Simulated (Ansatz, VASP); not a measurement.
As in VASP and in Ansatz

Contents of INCAR:

```
PREC = Accurate
ENCUT = 520
EDIFF = 1E-7
ISMEAR = 0
SIGMA = 0.1
LREAL = False
LASPH = True
NELM = 100
ALGO = Normal
ISIF = 2
LWAVE = False
LCHARG = False
GGA = PE
NBANDS = 30
```

KPOINTS

```
Automatic mesh
0
Gamma
  3 3 6
```

File POSCAR:

```
As
1.0
    7.1182683600      0.0000000000      0.0000000000
   -3.5591341800      6.1646012300      0.0000000000
    0.0000000000      0.0000000000      3.2440363100
As
8
Direct
    0.8099998000      0.1900002000      0.5000000000
    0.8099998000      0.6199996000      0.5000000000
    0.3800004000      0.1900002000      0.5000000000
    0.1900002000      0.8099998000      0.5000000000
    0.1900002000      0.3800004000      0.5000000000
    0.6199996000      0.8099998000      0.5000000000
    0.3333333300      0.6666666700      0.0000000000
    0.6666666700      0.3333333300      0.0000000000
```

Input for Ansatz:

```yaml
crystal:
  lattice:
    - [7.11826836, 0.0, 0.0]
    - [-3.55913418, 6.16460123, 0.0]
    - [0.0, 0.0, 3.24403631]
  atoms:
    - { symbol: As, position: [0.8099998, 0.1900002, 0.5] }
    - { symbol: As, position: [0.8099998, 0.6199996, 0.5] }
    - { symbol: As, position: [0.3800004, 0.1900002, 0.5] }
    - { symbol: As, position: [0.1900002, 0.8099998, 0.5] }
    - { symbol: As, position: [0.1900002, 0.3800004, 0.5] }
    - { symbol: As, position: [0.6199996, 0.8099998, 0.5] }
    - { symbol: As, position: [0.33333333, 0.66666667, 0.0] }
    - { symbol: As, position: [0.66666667, 0.33333333, 0.0] }
basis:
  ecutwfc: 420
kpoints:
  mp_grid: { grid: [3, 3, 6] }
hamiltonian:
  xc: pbe
scf:
  occupations: { method: gaussian, width: 0.1 }
  lower_state_search: "off"
output:
  forces: true
  stress: true
  eigenvalues: true
```

Alike in both runs: task single point; functional PBE; k mesh 3 × 3 × 6; occupations gaussian, width 0.1 eV; no spin polarisation.

```csv
,VASP,Ansatz
version,VASP 6.6.1,Ansatz 0.2.0
potentials or method,"VASP PAW PBE potentials, release 64 (As), cutoff 520 eV","scalar-relativistic, plane waves, PAW"
valence electrons in the cell,40,120
```

VASP gave:

```
gap on the k mesh at the Fermi level (eV) : none
rms of the force components (eV/Å)        : 0.827
```

Question: Which values does Ansatz return?

Answer: gap on the k mesh at the Fermi level (eV): none; rms of the force components (eV/Å): 0.810.

Atom by atom the forces differ by 0.017 eV/Å (rms over components). A gap of «none» marks a metal or a gap that the smearing closes. VASP's potentials hold 40 valence electrons a cell and Ansatz's 120, so a difference there can come from the potentials and not from the codes.
